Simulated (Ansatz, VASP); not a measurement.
**Two plane-wave programs on Al**

```
Al
1.0
     2.93619    0.00000    0.00000
    -1.46809    2.54281    0.00000
     0.00000    0.00000   28.56898
Al
4
Direct
  0.66667 0.33333 0.54498
  0.33333 0.66667 0.62555
  0.00000 0.00000 0.70625
  0.66667 0.33333 0.78793
```

Alike in both runs: task single point; functional PBE; k mesh 21 × 21 × 1; occupations methfessel-paxton of order 1, width 0.1 eV; no spin polarisation.

|  | VASP | Ansatz |
| --- | --- | --- |
| version | VASP 6.6.1 | Ansatz 0.2.0 |
| potentials or method | VASP PAW PBE potentials, release 64 (Al), cutoff 400 eV | scalar-relativistic, plane waves, PAW |
| valence electrons in the cell | 12 | 12 |

```tsv
	VASP	Ansatz	Ansatz less VASP
gap on the k mesh at the Fermi level (eV)	none	none	-
rms of the force components (eV/Å)	0.041	0.040	-0.0001
```

Atom by atom the forces differ by 0.000 eV/Å (rms over components). A gap of «none» marks a metal or a gap that the smearing closes. With one functional, cell and mesh, what is left measures potentials, basis and numerics. Ansatz's warnings: xc potential rough in thin density.
